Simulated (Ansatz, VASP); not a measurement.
Bi in VASP and in Ansatz

The input INCAR:

```
ALGO = Normal
EDIFF = 1E-6
ENCUT = 520
GGA = RE
ISIF = 2
ISMEAR = -1
LASPH = T
LCHARG = F
LREAL = F
LWAVE = F
NBANDS = 22
NELM = 60
PREC = Accurate
SIGMA = 0.1
```

The input KPOINTS:

```
k-points
0
Gamma
  12 12 6
```

File POSCAR:

```
Bi
1.0
    3.4158071280      0.0000000000      0.0000000000
   -1.7079035640      2.9581757472      0.0000000000
    0.0000000000      0.0000000000      5.6203396257
Bi
2
Direct
    0.3333333333      0.6666666667      0.2500000000
    0.6666666667      0.3333333333      0.7500000000
```

Input for Ansatz:

```yaml
crystal:
  lattice:
    - [3.415807128, 0.0, 0.0]
    - [-1.707903564, 2.9581757472, 0.0]
    - [0.0, 0.0, 5.6203396257]
  atoms:
    - { symbol: Bi, position: [0.3333333333, 0.6666666667, 0.25] }
    - { symbol: Bi, position: [0.6666666667, 0.3333333333, 0.75] }
hamiltonian:
  xc: revpbe
  pseudopotentials:
    kind: paw
    azcp:
      Bi: "pseudopotentials/Bi.paw.azcp"
basis:
  ecutwfc: 420
  fft_grid_basis: typed
kpoints:
  mp_grid: { grid: [12, 12, 6], shift: [0, 0, 0] }
magnetization:
  spin_polarized: false
scf:
  occupations: { method: fermi_dirac, width: 0.1 }
  lower_state_search: "off"
output:
  stress: true
```

Alike in both runs: task single point; functional revPBE; k mesh 12 × 12 × 6; occupations fermi-dirac, width 0.1 eV; no spin polarisation.

|  | VASP | Ansatz |
| --- | --- | --- |
| version | VASP 6.6.1 | Ansatz 0.2.0 |
| potentials or method | VASP PAW PBE potentials, release 64 (Bi_d), cutoff 520 eV | plane waves (420 eV) with PAW, scalar-relativistic |
| valence electrons in the cell | 30 | 30 |

Ansatz gave:

```
pressure (GPa)                                                : 8.3
traceless stress, the component that is largest in VASP (GPa) : 0.26
```

Question: What did VASP give for the same quantities?

Answer: Pressure (GPa): 8.2; traceless stress, the component that is largest in VASP (GPa): 0.26.

VASP's potentials were made for PBE, not for revPBE. With one functional, cell and mesh, what is left measures potentials, basis and numerics.

Neither program's run includes spin-orbit coupling.
